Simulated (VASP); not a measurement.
# AlN: single point with LDA

AlN:

```xyz
2
Lattice="2.5855 0.0000 0.0000 0.0000 2.5855 0.0000 0.0000 0.0000 2.5855" Properties=species:S:1:pos:R:3 pbc="T T T"
Al    0.0000    0.0000    0.0000
N     1.2927    1.2927    1.2927
```

```json
{"Program": "VASP 6.6.1", "Task": "single point", "Functional": "LDA", "Potentials or basis": "VASP PAW LDA potentials, release 64 (Al, N)", "Cutoff": "520 eV", "k mesh": "6 × 6 × 6", "Occupations": "fermi-dirac, width 0.02 eV", "Spin": "no spin polarisation", "Dipole correction": "no", "Further INCAR settings": "ALGO = Normal; EDIFF = 1e-07; NBANDS = 11"}
```

```yaml
Pressure: -4.3 GPa
Band_gap_on_the_k_mesh: zero (band 4 reaches 11.21 eV, above the bottom of band 5 at 9.91 eV)
```

Levels at points of the mesh, in eV from the Fermi level:
| k point | band 1 | band 2 | band 3 | band 4 | band 5 | band 6 | band 7 | band 8 |
| --- | --- | --- | --- | --- | --- | --- | --- | --- |
| (0.00, 0.00, 0.00) | -18.67 | -1.84 | -1.84 | -1.84 | 0.92 | 5.91 | 5.91 | 15.49 |
| (0.50, 0.00, 0.00) | -15.89 | -10.67 | -0.76 | -0.76 | 4.58 | 7.26 | 9.63 | 11.61 |
| (0.50, 0.50, 0.00) | -13.71 | -7.72 | -7.72 | -1.88 | 0.31 | 9.36 | 9.36 | 11.98 |
| (0.50, 0.50, 0.50) | -11.79 | -5.34 | -5.34 | -5.34 | 1.08 | 1.08 | 1.08 | 7.29 |

Wall time 8.1 s on 1 thread of Intel Xeon 6975P-C, on a shared host, peak memory 0.11 GiB.

Caveat: the k points lie up to 0.41 Å⁻¹ apart.
